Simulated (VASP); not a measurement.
Here is a VASP 6.6.1 calculation.

The input INCAR:

```
SYSTEM = KCl
PREC = Accurate
ENCUT = 520
EDIFF = 1E-6
ISMEAR = -1
SIGMA = 0.02
LREAL = .FALSE.
LASPH = .TRUE.
NELM = 80
ALGO = Normal
ISIF = 2
LWAVE = .FALSE.
LCHARG = .FALSE.
GGA = PE
NBANDS = 15
```

File KPOINTS:

```
Automatic mesh
0
G
  8 8 8
  0 0 0
```

Contents of POSCAR:

```
KCl
1.0
    0.0000000000      3.1448483123      3.1448483123
    3.1448483123      0.0000000000      3.1448483123
    3.1448483123      3.1448483123      0.0000000000
K Cl
1 1
Direct
    0.0000000000      0.0000000000      0.0000000000
    0.5000000000      0.5000000000      0.5000000000
```

Potentials or basis: VASP PAW PBE potentials, release 64 (K_sv, Cl).

Command:

```console
$ cat potpaw_PBE.64/K_sv/POTCAR potpaw_PBE.64/Cl/POTCAR > POTCAR
$ mpirun -np 1 vasp_std > vasp.out
```

**Question.** Estimate the band gap on the k mesh.

**Answer.** 5.19 eV, direct.

**Question.** What does it give for the pressure?

**Answer.** 0.8 GPa.

A k mesh can miss the band edges. PBE gaps usually lie below the measured ones, often by a third to a half.
